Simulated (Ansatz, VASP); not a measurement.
## One calculation of TaWC2, two programs

Contents of INCAR:

```
ALGO = Normal
EDIFF = 1E-6
ENCUT = 520
GGA = CA
ISIF = 2
ISMEAR = -1
LASPH = T
LCHARG = F
LDAU = T
LDAUJ = 0 0 0
LDAUL = 2 2 -1
LDAUPRINT = 1
LDAUTYPE = 2
LDAUU = 5 5 0
LMAXMIX = 4
LREAL = F
LWAVE = F
NBANDS = 24
NELM = 150
PREC = Accurate
SIGMA = 0.05
```

Contents of KPOINTS:

```
k-points
0
Gamma
  10 10 10
```

Contents of POSCAR:

```
TaWC2
1.0
    1.5718551461      0.9075109917      5.1016196719
   -1.5718551461      0.9075109917      5.1016196719
    0.0000000000     -1.8150219835      5.1016196719
W Ta C
1 1 2
Direct
    0.0000000000      0.0000000000      0.0000000000
    0.5000000000      0.5000000000      0.5000000000
    0.2509330000      0.2509330000      0.2509330000
    0.7490670000      0.7490670000      0.7490670000
```

The input input.yaml:

```yaml
crystal:
  lattice:
    - [1.5718551461, 0.9075109917, 5.1016196719]
    - [-1.5718551461, 0.9075109917, 5.1016196719]
    - [0.0, -1.8150219835, 5.1016196719]
  atoms:
    - { symbol: W, position: [0.0, 0.0, 0.0] }
    - { symbol: Ta, position: [0.5, 0.5, 0.5] }
    - { symbol: C, position: [0.250933, 0.250933, 0.250933] }
    - { symbol: C, position: [0.749067, 0.749067, 0.749067] }
hamiltonian:
  xc: lda
  pseudopotentials: { kind: paw }
  hubbard:
    sites: [{ species: Ta, l: d, u_eff: 5.0 }, { species: W, l: d, u_eff: 5.0 }]
kpoints:
  mp_grid: { grid: [10, 10, 10] }
  band_path:
    path:
      - [[0.0, 0.0, 0.0], [0.5, 0.0, 0.0], [0.5, 0.1877624847, -0.1877624847]]
      - [[0.8122375153, 0.5, 0.1877624847], [0.5, 0.5, 0.5], [0.0, 0.0, 0.0], [0.3438812424, 0.0, -0.3438812424]]
      - [[0.6561187576, 0.3438812424, 0.0], [0.5, 0.5, 0.0], [0.6561187576, 0.6561187576, 0.1877624847], [0.5, 0.5, 0.5]]
      - [[0.5, 0.0, 0.0], [0.8122375153, 0.3438812424, 0.3438812424]]
    npoints: 14
scf:
  occupations: { method: fermi_dirac, width: 0.05 }
  n_extra_bands: 10
output:
  forces: true
  stress: true
  eigenvalues: true
  fatbands: false
```

Alike in both runs: functional LDA; k mesh 10 × 10 × 10; occupations fermi-dirac, width 0.05 eV; no spin polarisation; Hubbard terms Ta d U = 5.0 eV, W d U = 5.0 eV.

```csv
,VASP,Ansatz
version,VASP 6.6.1,Ansatz 0.2.0
potentials or method,"VASP PAW LDA potentials, release 64 (W_sv, Ta_pv, C)",Ansatz PAW
plane-wave cutoff (eV),520,420
valence electrons in the cell,33,35
task,single point,band structure
```

```csv
,VASP,Ansatz,Ansatz less VASP
gap on the k mesh at the Fermi level (eV),none,none,-
pressure (GPa),-2.9,-13.9,-11.01
"traceless stress, the component that is largest in VASP (GPa)",0.15,-0.42,-0.561
rms of the force components (eV/Å),0.032,0.069,+0.0363
```

LDA's correlation is that of Perdew and Zunger in VASP and of Perdew and Wang (1992) in Ansatz. The programs project onto different local orbitals, so the same U acts differently, and such runs can settle in different states. Atom by atom the forces differ by 0.101 eV/Å (rms over components). A gap of «none» marks a metal or a gap that the smearing closes. VASP's potentials hold 33 valence electrons a cell and Ansatz's 35, so a difference there can come from the potentials and not from the codes.

Neither program's run includes spin-orbit coupling.
